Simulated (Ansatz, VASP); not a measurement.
# One calculation of Y2Se, two programs

```
Y Se
1.0
     1.94897    1.12524    6.39462
    -1.94897    1.12524    6.39462
     0.00000   -2.25047    6.39462
Y Se
2 1
Cartesian
  0.0000 0.0000 14.5232
  0.0000 0.0000 4.6606
  0.0000 0.0000 0.0000
```

Alike in both runs: functional PBE; k mesh 12 × 12 × 12; occupations gaussian, width 0.1 eV; no spin polarisation.

Ansatz relaxed the structure, and its values are those at the end. VASP's run is a single point on that final structure, the one shown.

|  | VASP | Ansatz |
| --- | --- | --- |
| version | VASP 6.6.1 | Ansatz 0.2.0 |
| potentials or method | VASP PAW PBE potentials, release 64 (Y_sv, Se), cutoff 520 eV | scalar-relativistic, plane waves, PAW |
| valence electrons in the cell | 28 | 38 |

```csv
,VASP,Ansatz,Ansatz less VASP
gap on the k mesh at the Fermi level (eV),none,none,-
pressure (GPa),0.0,0.0,+0.01
```

A gap of «none» marks a metal or a gap that the smearing closes. With one functional, cell and mesh, what is left measures potentials, basis and numerics. VASP's potentials hold 28 valence electrons a cell and Ansatz's 38, so a difference there can come from the potentials and not from the codes.
